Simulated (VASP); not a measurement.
CaO, 2 atoms in the cell. The structure is tetragonal, space group I4mm (No. 107). Conventional cell: a = 3.416 Å, b = 3.416 Å, c = 4.831 Å, α = 90.00°, β = 90.00°, γ = 90.00°. Ca (site symmetry 4mm) has 6 O at 2.22 to 2.62 Å within 2.9 Å. O (site symmetry 4mm) has 6 Ca at 2.22 to 2.62 Å within 2.9 Å.  This cell differs from its parent crystal: atom 2 (O) moved 0.2 Å along x.

```yaml
Program: VASP 6.6.1
Task: single point
Functional: PBE
Potentials_or_basis: VASP PAW PBE potentials, release 64 (Ca_sv, O)
Cutoff: 520 eV
k_mesh: 12 × 12 × 12
Occupations: gaussian, width 0.05 eV
Spin: no spin polarisation
Dipole_correction: no
Further_INCAR_settings: ALGO = Normal; EDIFF = 1e-07; NBANDS = 15
```

Potentials or basis: VASP PAW PBE potentials, release 64 (Ca_sv, O).

Run with:

```bash
$ cat potpaw_PBE.64/Ca_sv/POTCAR potpaw_PBE.64/O/POTCAR > POTCAR
$ mpirun -np 1 vasp_std > vasp.out
```

Hardware: 1 thread of Intel(R) Xeon(R) Platinum 8488C (Sapphire Rapids), on a shared host.

Q: Estimate the wall time of this run.

A: It took 51 s on 1 thread of Intel(R) Xeon(R) Platinum 8488C (Sapphire Rapids) (shared host), peak memory 0.2 GiB. Counts: scf iterations 14, k points 163.
